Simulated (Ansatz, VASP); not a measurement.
**Cu: VASP beside Ansatz**

```xyz
1
Lattice="15.0000 0.0000 0.0000 0.0000 15.5000 0.0000 0.0000 0.0000 16.0000" Properties=species:S:1:pos:R:3 pbc="T T T"
Cu    7.5000    7.7500    8.0000
```

Alike in both runs: task single point; functional PBEsol; k mesh 1 × 1 × 1; occupations gaussian, width 0.005 eV; collinear spin.

```csv
,VASP,Ansatz
version,VASP 6.6.1,Ansatz 0.2.0
potentials or method,"VASP PAW PBE potentials, release 64 (Cu), cutoff 520 eV","scalar-relativistic, plane waves, PAW"
valence electrons in the cell,11,19
```

```csv
,VASP,Ansatz,Ansatz less VASP
gap on the k mesh at the Fermi level (eV),0.91,0.93,+0.012
net moment per atom (μB),1.00,1.00,0.000
size of the moment on the site where the two differ most (μB),0.31,1.00,+0.692
```

VASP's potentials were made for PBE, not for PBEsol. Site moments also hang on the region over which each program counts them. VASP's potentials hold 11 valence electrons a cell and Ansatz's 19, so a difference there can come from the potentials and not from the codes.
